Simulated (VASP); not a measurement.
BaTiO3: single point with PBE

BaTiO3:

```xyz
5
Lattice="3.9210 0.0000 0.0000 0.0000 3.0261 3.1040 0.0000 -3.0261 3.1040" Properties=species:S:1:pos:R:3 pbc="T T T"
Ba    0.0000    0.0000    0.1674
Ti    1.9605    0.0000    3.3610
O     0.0000    0.0000    2.9538
O     1.9605   -1.4031    4.5071
O     1.9605    1.4031    4.5071
```

```json
{"Program": "VASP 6.6.1", "Task": "single point", "Functional": "PBE", "Potentials or basis": "VASP PAW PBE potentials, release 64 (Ba_sv, Ti_sv, O)", "Cutoff": "520 eV", "k mesh": "8 × 8 × 8", "Occupations": "gaussian, width 0.02 eV", "Spin": "no spin polarisation"}
```

```json
{
 "Pressure": "-4.0 GPa",
 "Largest force": "0.111 eV/Å",
 "Band gap on the k mesh": "2.89 eV (least direct gap 3.51 eV)"
}
```

Forces in eV/Å, atoms in the order of the input:
```
Ba   0.000  0.000 -0.074
Ti   0.000  0.000 -0.111
O    0.000  0.000  0.027
O    0.000 -0.043  0.079
O    0.000  0.043  0.079
```

Stress tensor (GPa, compression positive):
```
-4.08  0.00  0.00
 0.00 -3.97  0.00
 0.00  0.00 -4.10
```

Levels at points of the mesh, in eV from the valence-band top:
```tsv
k point	band 17	band 18	band 19	band 20	band 21	band 22	band 23	band 24
(0.00, 0.00, 0.00)	-1.23	-1.18	-0.97	-0.70	2.90	3.29	3.62	4.33
(0.50, 0.00, 0.00)	-1.60	-1.58	-1.56	-1.20	3.17	3.60	4.24	4.46
(0.00, 0.50, 0.00)	-1.65	-1.52	-1.31	-0.88	3.19	3.77	4.00	4.68
(0.50, 0.50, 0.00)	-1.68	-1.02	-0.89	-0.07	3.70	3.81	4.25	4.34
(0.00, 0.50, 0.50)	-1.44	-1.20	-0.90	-0.57	3.74	3.82	4.13	5.26
(0.50, 0.50, 0.50)	-2.30	-0.54	-0.12	0.00	3.93	4.01	4.42	5.64
```

It took 3.4 min on 1 thread of Intel Xeon 8259CL (shared host), peak memory 0.34 GiB.

Caveat: the cell stands under tension; spin-orbit coupling is left out, which moves the levels of the heavy elements. A k mesh can miss the band edges.
